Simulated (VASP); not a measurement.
Wanted: the native input for a VASP 6.6.1 run.

```yaml
Task: single point
Functional: PBE
Potentials_or_basis: VASP PAW PBE potentials, release 64 (C, Si)
Cutoff: 520 eV
k_mesh: 9 × 9 × 1
Occupations: gaussian, width 0.05 eV
Spin: collinear spin
Starting_moments: "[0.0, 0.0, 0.0, 0.0, 2.0, 0.0, 0.0, 0.0, 0.0] μB"
Dipole_correction: yes
Further_INCAR_settings: ALGO = Normal; EDIFF = 1e-06; NBANDS = 32
```

The structure of Si4C5 lies in POSCAR:

```
Si4C5
1.0
    3.0920147208      0.0000000000      0.0000000000
   -1.5460073604      2.6777632971      0.0000000000
    0.0000000000      0.0000000000     25.2337106667
C Si
5 4
Direct
    0.3333333333      0.6666666667      0.1585181051
    0.6666666667      0.3333333333      0.2590546646
    0.3333333333      0.6666666667      0.3607902149
    0.6666666667      0.3333333333      0.4623551549
    0.6666666667      0.3333333333      0.5272197515
    0.6666666667      0.3333333333      0.1834768895
    0.3333333333      0.6666666667      0.2840134490
    0.6666666667      0.3333333333      0.3842867907
    0.3333333333      0.6666666667      0.4848161584
```

One way to write it, as run:

INCAR

```
PREC = Accurate
ENCUT = 520
EDIFF = 1E-6
ISMEAR = 0
SIGMA = 0.05
LREAL = F
LASPH = T
NELM = 150
ALGO = Normal
ISIF = 2
LWAVE = F
LCHARG = T
ISPIN = 2
MAGMOM = 0 0 0 0 2 0 0 0 0
LORBIT = 11
LDIPOL = T
IDIPOL = 3
DIPOL = 0.5 0.5 0.345
GGA = PE
LELF = T
LVHAR = T
LVACPOTAV = T
NBANDS = 32
```

KPOINTS

```
Automatic mesh
0
Gamma
  9 9 1
```

Potentials or basis: VASP PAW PBE potentials, release 64 (C, Si).

Launch:

```bash
$ cat potpaw_PBE.64/C/POTCAR potpaw_PBE.64/Si/POTCAR > POTCAR
$ mpirun -np 1 vasp_std > vasp.out
```

It gave:

```yaml
Largest_force: 4.573 eV/Å
Net_moment: -0.94 μB per cell
Site_moments: C -0.34, -0.05, -0.01, -0.04 (each value once); Si +0.01, -0.01, +0.00 (each value once) μB
Valence_electrons_inside_the_program's_atomic_spheres: C 2.40, 2.53, 2.56, 2.25 (each value once); Si 1.67, 1.65, 1.63, 1.58
```

Caveat: a moment this small can come from the mesh or the smearing.

Run time: 20 min on 1 thread of Intel Xeon 8259CL (shared host), peak memory 0.47 GiB.
